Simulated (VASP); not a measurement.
# InGe3O3 (Cm) in VASP: single point with PBE

Aim: the single point of InGe3O3 with PBE.

Everything below comes from runs of VASP 6.6.1. Logs are shortened: lines on timing, memory, paths and dates and some standing lists are left out, and cuts for length are marked.

## Step 1: The cell of the first run

It takes space group Cm (No. 8, monoclinic). The conventional cell has a = 5.876 Å, b = 8.021 Å, c = 6.068 Å, α = 90.00°, β = 113.38°, γ = 90.00°. Within 3.1 Å of In (site symmetry m) lie 3 O at 2.38 to 2.98 Å and 2 Ge at 2.95 to 2.96 Å. Ge (site symmetry m) has 2 O at 1.98 Å within 2.6 Å. Ge (site symmetry 1) has 3 O at 1.88 to 2.02 Å within 2.5 Å. Within 2.7 Å of O (site symmetry 1) lie 3 Ge at 1.98 to 2.02 Å and 1 O at 2.67 Å. O (site symmetry m) has 2 Ge at 1.88 Å and 1 In at 2.38 Å within 2.5 Å.

## Step 2: Single point, PBE

Contents of INCAR:

```
ALGO = Normal
EDIFF = 1E-7
ENCUT = 520
GGA = PE
ISIF = 2
ISMEAR = 0
LASPH = T
LCHARG = F
LREAL = F
LWAVE = F
NBANDS = 46
NELM = 80
PREC = Accurate
SIGMA = 0.1
```

Contents of KPOINTS:

```
k-points
0
Gamma
  8 8 6
```

Contents of POSCAR:

```
InGe3O3
1.0
    2.9346396031     -4.0107275997      0.1376316815
    2.9346396031      4.0107275997      0.1376316815
   -2.6659021433      0.0000000000      5.4505641538
In Ge O
1 3 3
Direct
    0.9796153848      0.9796153848      0.0700192128
    0.5045385582      0.5045385582      0.1296124642
    0.7741200423      0.1855707633      0.5818421187
    0.1855707633      0.7741200423      0.5818421187
    0.8057840000      0.4302827217      0.3603066674
    0.4302827217      0.8057840000      0.3603066674
    0.0663365498      0.0663365498      0.4881788208
```

Potentials or basis: VASP PAW PBE potentials, release 64 (In_d, Ge_d, O).

Launch:

```bash
> cat potpaw_PBE.64/In_d/POTCAR potpaw_PBE.64/Ge_d/POTCAR potpaw_PBE.64/O/POTCAR > POTCAR
> mpirun -np 1 vasp_std > vasp.out
```

OUTCAR:

```text
EDIFF = 1E-7
   ENCUT = 520
   GGA = PE
   ISIF = 2
   ISMEAR = 0
   LASPH = T
   LREAL = F
   NELM = 80
   PREC = Accurate

 ion  position               nearest neighbor table
   1  0.980  0.980  0.070-   7 2.38   2 2.95   2 2.96   6 2.98   5 2.98   4 3.39   3 3.39
   2  0.505  0.505  0.130-   5 1.98   6 1.98   1 2.95   1 2.96
   3  0.774  0.186  0.582-   7 1.88   5 2.02   6 2.02   1 3.39
   4  0.186  0.774  0.582-   7 1.88   6 2.02   5 2.02   1 3.39
   5  0.806  0.430  0.360-   2 1.98   3 2.02   4 2.02   1 2.98
   6  0.430  0.806  0.360-   2 1.98   4 2.02   3 2.02   1 2.98
   7  0.066  0.066  0.488-   3 1.88   4 1.88   1 2.38

  LATTYP: Found a base centered monoclinic cell.
 ALAT       =     5.8757304499
 B/A-ratio  =     1.3651843405
 C/A-ratio  =     1.0326533817
 COS(beta)  =    -0.3968014624

  Lattice vectors:

 A1 = (   2.9346396031,  -4.0107275997,   0.1376316815)
 A2 = (   2.9346396031,   4.0107275997,   0.1376316815)
 A3 = (  -2.6659021433,   0.0000000000,   5.4505641538)

Analysis of symmetry for initial positions (statically):
=====================================================================
 Subroutine PRICEL returns:
 Original cell was already a primitive cell.

 Routine SETGRP: Setting up the symmetry group for a
 base centered monoclinic supercell.

 Subroutine GETGRP returns: Found  2 space group operations
 (whereof  2 operations were pure point group operations)
 out of a pool of  4 trial point group operations.

The static configuration has the point symmetry C_1h.

Analysis of symmetry for dynamics (positions and initial velocities):
=====================================================================
 Subroutine PRICEL returns:
 Original cell was already a primitive cell.

 Routine SETGRP: Setting up the symmetry group for a
 base centered monoclinic supercell.

 Subroutine GETGRP returns: Found  2 space group operations
 (whereof  2 operations were pure point group operations)
 out of a pool of  4 trial point group operations.

The dynamic configuration has the point symmetry C_1h.

 Subroutine INISYM returns: Found  2 space group operations
 (whereof  2 operations are pure point group operations),
 and found     1 'primitive' translations

----------------------------------------------------------------------------------------

                                     Primitive cell

  volume of cell :     131.2499

  direct lattice vectors                    reciprocal lattice vectors
     2.934639603 -4.010727600  0.137631681     0.166558068 -0.124665659  0.081464505
     2.934639603  4.010727600  0.137631681     0.166558068  0.124665659  0.081464505
    -2.665902143  0.000000000  5.450564154    -0.008411484  0.000000000  0.179353142

  length of vectors
     4.971618243  4.971618243  6.067592919     0.223426906  0.223426906  0.179550279

  position of ions in fractional coordinates (direct lattice)
     0.979615385  0.979615385  0.070019213
     0.504538558  0.504538558  0.129612464
     0.774120042  0.185570763  0.581842119
     0.185570763  0.774120042  0.581842119
     0.805784000  0.430282722  0.360306667
     0.430282722  0.805784000  0.360306667
     0.066336550  0.066336550  0.488178821

  ion indices of the primitive-cell ions
   primitive index   ion index
                 1           1
                 2           2
                 3           3
                 4           4
                 5           5
                 6           6
                 7           7

----------------------------------------------------------------------------------------

 KPOINTS: k-points

Automatic generation of k-mesh.
 Grid dimensions read from file:
 generate k-points for:    8    8    6

 Generating k-lattice:

  Cartesian coordinates                     Fractional coordinates (reciprocal lattice)
     0.020819759 -0.015583207  0.010183063     0.125000000 -0.000000000  0.000000000
     0.020819759  0.015583207  0.010183063    -0.000000000  0.125000000  0.000000000
    -0.001401914  0.000000000  0.029892190     0.000000000  0.000000000  0.166666667

  Length of vectors
     0.027928363  0.027928363  0.029925046

  Shift w.r.t. Gamma in fractional coordinates (k-lattice)
     0.000000000  0.000000000  0.000000000

 Subroutine IBZKPT returns following result:
 ===========================================

 Found    114 irreducible k-points:

 Following reciprocal coordinates:
            Coordinates               Weight
  0.000000  0.000000  0.000000      1.000000
  0.125000  0.000000 -0.000000      4.000000
  0.250000  0.000000 -0.000000      4.000000
  0.375000  0.000000 -0.000000      4.000000
  0.500000  0.000000 -0.000000      2.000000
  0.125000  0.125000 -0.000000      2.000000
[... 16 lines left out ...]
  0.125000  0.000000  0.166667      4.000000
  0.250000  0.000000  0.166667      4.000000
 [... further k-points ...]
   k-points           NKPTS =    114   k-points in BZ     NKDIM =    114   number of bands    NBANDS=     46
   number of dos      NEDOS =    301   number of ions     NIONS =      7
   total plane-waves  NPLWV =  76800
   dimension x,y,z NGX =    40 NGY =   40 NGZ =   48
   dimension x,y,z NGXF=    80 NGYF=   80 NGZF=   96
   ions per type =               1   3   3
   NGX,Y,Z   is equivalent  to a cutoff of  13.38, 13.38, 13.15 a.u.
   NGXF,Y,Z  is equivalent  to a cutoff of  26.75, 26.75, 26.30 a.u.
 SYSTEM =  unknown system
   PREC   = accura    normal or accurate (medium, high low for compatibility)
   ISTART =      0    job   : 0-new  1-cont  2-samecut
   ICHARG =      2    charge: 1-file 2-atom 10-const
   ISPIN  =      1    spin polarized calculation?
   LNONCOLLINEAR =      F non collinear calculations
   LSORBIT =      F    spin-orbit coupling
   LASPH  =      T    aspherical Exc in radial PAW
   ENCUT  =  520.0 eV  38.22 Ry    6.18 a.u.   9.24  9.24 11.28*2*pi/ulx,y,z
   NELM   =     80;   NELMIN=  2; NELMDL= -5     # of ELM steps
   EDIFF  = 0.1E-06   stopping-criterion for ELM
   LREAL  =      F    real-space projection
   EDIFFG = 0.1E-05   stopping-criterion for IOM
   NSW    =      0    number of steps for IOM
   IBRION =     -1    ionic relax: 0-MD 1-quasi-New 2-CG
   NFREE  =      0    steps in history (QN), initial steepest desc. (CG)
   ISIF   =      2    stress and relaxation
   ISYM   =      2    0-nonsym 1-usesym 2-fastsym
   POTIM  = 0.5000    time-step for ionic-motion
   TEBEG  =    0.0;   TEEND  =   0.0 temperature during run
   PSTRESS=    0.0 pullay stress
   NELECT =      73.0000    total number of electrons
   NUPDOWN=      -1.0000    fix difference up-down
   EMIN   =  10.00;   EMAX   =-10.00  energy-range for DOS
   EFERMI =   0.00;   METHOD = LEGACY
   ISMEAR =     0;   SIGMA  =   0.10  broadening in eV -4-tet -1-fermi 0-gaus
   EFERMI_NEDOS =   21; number of points for ismear=-14 and -15
   IALGO  =     38    algorithm
   IMIX   =      4    mixing-type and parameters
     AMIX     =   0.40;   BMIX     =  1.00
     AMIX_MAG =   1.60;   BMIX_MAG =  1.00
  volume/ion in A,a.u.               =      18.75       126.53
  Fermi-wavevector in a.u.,A,eV,Ry     =   1.346324  2.544183 24.661748  1.812587
  Thomas-Fermi vector in A             =   2.474165
   LORBIT       =      0    0 simple, 1 ext, 2 COOP (PROOUT), +10 PAW based schemes
   GGA     = PE    functional components
   LHFCALC =     F    Hartree Fock is set to
   AEXX    =    0.0000 exact exchange contribution
   IVDW    =     0    specifies the selected vdW correction
   LEPSILON=     F    determine dielectric tensor
   LRPA    =     F    only Hartree local field effects (RPA)
 non-spin polarized calculation
 Gauss-broadening in eV      SIGMA  =   0.10
  energy-cutoff  :      520.00
  volume of cell :      131.25
 maximum number of plane-waves:      3552
 NGX is ok and might be reduce to    40
   NGX = 19   NGY = 19   NGZ = 23

 number of electron      73.0000001 magnetization

 Free energy of the ion-electron system (eV)
  ---------------------------------------------------
  ext. energy  EPLUGINS =         0.00000000
  ---------------------------------------------------
  free energy    TOTEN  =       -37.36689891 eV

  energy without entropy =      -37.36170697  energy(sigma->0) =      -37.36430294

 E-fermi :   4.9311     XC(G=0):  -9.6104

 val. band max:        4.9190269089   @ k =  -0.3750   0.5000   0.3333
 cond. band min:       4.9537353419   @ k =  -0.1250   0.3750   0.1667
 fundamental gap:      0.0347084330
 Fermi energy:         4.9311152919

 k-point     1 :       0.0000    0.0000    0.0000
  band No.  band energies     occupation
      1     -20.7138      2.00000
      2     -20.6808      2.00000
      3     -20.5991      2.00000
      4     -20.5648      2.00000
      5     -20.5634      2.00000
      6     -20.5214      2.00000
[... 38 lines left out ...]
     45      10.3496      0.00000
     46      10.6220      0.00000

 k-point     2 :       0.1250    0.0000   -0.0000
  band No.  band energies     occupation
      1     -20.7122      2.00000
      2     -20.6786      2.00000
      3     -20.5996      2.00000
      4     -20.5692      2.00000
      5     -20.5603      2.00000
      6     -20.5219      2.00000
[... 38 lines left out ...]
     45      10.2705      0.00000
     46      10.8282      0.00000

 k-point     3 :       0.2500    0.0000   -0.0000
  band No.  band energies     occupation
      1     -20.7084      2.00000
      2     -20.6720      2.00000
      3     -20.6035      2.00000
      4     -20.5728      2.00000
      5     -20.5584      2.00000
      6     -20.5240      2.00000
[... 38 lines left out ...]
     45      10.0478      0.00000
     46      10.6943      0.00000

 k-point     4 :       0.3750    0.0000   -0.0000
  band No.  band energies     occupation
      1     -20.7048      2.00000
      2     -20.6624      2.00000
      3     -20.6121      2.00000
      4     -20.5734      2.00000
      5     -20.5570      2.00000
      6     -20.5273      2.00000
[... 920 lines left out ...]
     45      10.0888      0.00000
     46      10.5464      0.00000

 k-point    23 :       0.1250    0.0000    0.1667
  band No.  band energies     occupation
      1     -20.7122      2.00000
      2     -20.6789      2.00000
      3     -20.5996      2.00000
      4     -20.5692      2.00000
      5     -20.5604      2.00000
      6     -20.5220      2.00000
[... 38 lines left out ...]
     45       9.9665      0.00000
     46      10.7758      0.00000

 k-point    24 :       0.2500    0.0000    0.1667
  band No.  band energies     occupation
      1     -20.7084      2.00000
      2     -20.6723      2.00000
      3     -20.6035      2.00000
      4     -20.5728      2.00000
      5     -20.5584      2.00000
      6     -20.5241      2.00000
[... 38 lines left out ...]
     45       9.8938      0.00000
     46      10.7036      0.00000

 [... further k-points ...]

------------------------ aborting loop because EDIFF is reached ----------------------------------------

  FORCE on cell =-STRESS in cart. coord.  units (eV):
  Direction    XX          YY          ZZ          XY          YZ          ZX
  --------------------------------------------------------------------------------------
  -------------------------------------------------------------------------------------
  Total        0.0501027      0.0736545      0.1102490      0.0000000      0.0000000      0.0090481
  in kB        0.6116077      0.8991065      1.3458180      0.0000000      0.0000000      0.1104513
  external PRESSURE =       0.9521774 kB  Pullay stress =       0.0000000 kB

 VOLUME and BASIS-vectors are now :
 -----------------------------------------------------------------------------
  energy-cutoff  :      520.00
  volume of cell :      131.25
      direct lattice vectors                 reciprocal lattice vectors
     2.934639603 -4.010727600  0.137631681     0.166558068 -0.124665659  0.081464505
     2.934639603  4.010727600  0.137631681     0.166558068  0.124665659  0.081464505
    -2.665902143  0.000000000  5.450564154    -0.008411484  0.000000000  0.179353142

 POSITION                                       TOTAL-FORCE (eV/Angst)
 -----------------------------------------------------------------------------------
      5.56297      0.00000      0.65130         0.004692      0.000000     -0.013292
      2.61574      0.00000      0.84534        -0.003186      0.000000     -0.049558
      1.26521     -2.36051      3.30345        -0.005407      0.018504      0.052821
      1.26521      2.36051      3.30345        -0.005407     -0.018504      0.052821
      2.66687     -1.50603      2.13400        -0.000883     -0.003452     -0.015586
      2.66687      1.50603      2.13400        -0.000883      0.003452     -0.015586
     -0.91209      0.00000      2.67911         0.011072      0.000000     -0.011619
 -----------------------------------------------------------------------------------
    total drift:                               -0.000107     -0.000000      0.001248

  FREE ENERGIE OF THE ION-ELECTRON SYSTEM (eV)
  ---------------------------------------------------
  free  energy   TOTEN  =       -37.3668989075 eV

  energy  without entropy=      -37.3617069684  energy(sigma->0) =      -37.36430294
```

Wall time 16 min (1 thread of Intel Xeon Platinum 8488C (Sapphire Rapids), shared host); peak memory 0.67 GiB.

Results:

| Item | Value |
| --- | --- |
| Free energy | -37.3669 eV |
| Pressure | 0.1 GPa |
| Largest force | 0.056 eV/Å |
| Band gap on the k mesh | zero (an odd number of electrons rules out a gap without spin polarisation) |

Forces on the atoms (eV/Å):
```
In   0.005  0.000 -0.013
Ge  -0.003  0.000 -0.050
Ge  -0.005  0.019  0.053
Ge  -0.005 -0.019  0.053
O   -0.001 -0.003 -0.016
O   -0.001  0.003 -0.016
O    0.011  0.000 -0.012
```

Caveat: spin-orbit coupling is left out, which moves the levels of the heavy elements; an odd number of electrons without spin polarisation forces a metal; a magnetic or distorted state may lie lower.

The gap in the log of VASP goes by the Fermi energy; the results here count the filled bands.